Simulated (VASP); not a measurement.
Input of a VASP 6.6.1 run:

Contents of POSCAR:

```
ZnS
1.0
    3.8658679689      0.0000000000      0.0000000000
   -1.9329339845      3.3479398688      0.0000000000
    0.0000000000      0.0000000000     12.6534621202
Zn S
4 4
Direct
    0.0000000000      0.0000000000      0.0001143924
    0.0000000000      0.0000000000      0.5001143924
    0.3333333333      0.6666666667      0.2500706174
    0.6666666667      0.3333333333      0.7500706174
    0.0000000000      0.0000000000      0.1872361436
    0.0000000000      0.0000000000      0.6872361436
    0.3333333333      0.6666666667      0.4375788466
    0.6666666667      0.3333333333      0.9375788466
```

INCAR.step1

```
ALGO = Normal ; EDIFF = 1E-4
ENCUT = 520 ; GGA = PE
ISMEAR = 0 ; LASPH = T
LCHARG = F ; LREAL = F
LWAVE = T ; NBANDS = 46
NELM = 100 ; PREC = Accurate
SIGMA = 0.05
```

INCAR.step2

```
ALGO = Normal ; EDIFF = 1E-6
ENCUT = 520 ; ISIF = 2
ISMEAR = 0 ; ISTART = 1
LASPH = T ; LCHARG = T
LELF = T ; LMIXTAU = T
LREAL = F ; LVHAR = T
LWAVE = F ; METAGGA = R2SCAN
NBANDS = 46 ; NELM = 100
PREC = Accurate ; SIGMA = 0.05
```

File KPOINTS:

```
k-points
0
Gamma
  6 6 2
```

Potentials or basis: VASP PAW PBE potentials, release 64 (Zn, S).

Launch:

```console
$ cat potpaw_PBE.64/Zn/POTCAR potpaw_PBE.64/S/POTCAR > POTCAR
$ cp INCAR.step1 INCAR
$ mpirun -np 1 vasp_std > vasp.out
$ cp INCAR.step2 INCAR
$ mpirun -np 1 vasp_std > vasp.out
```

**Question.** Estimate the largest force.

**Answer.** 0.018 eV/Å.

**Question.** What does it give for the pressure?

**Answer.** -3.2 GPa.

**Question.** What does it give for the band gap on the k mesh?

**Answer.** 2.54 eV.

Forces in eV/Å, atoms in the order of the input:
```
Zn   0.000  0.000 -0.018
Zn   0.000  0.000 -0.018
Zn   0.000  0.000 -0.014
Zn   0.000  0.000 -0.014
S    0.000  0.000  0.016
S    0.000  0.000  0.016
S    0.000  0.000  0.015
S    0.000  0.000  0.015
```

Caveat: the cell differs from its parent crystal (strain +0.015 along x and y, +0.015 along z); the cell stands under tension; the PAW data sets were made with another functional, which shifts forces and pressure a little.
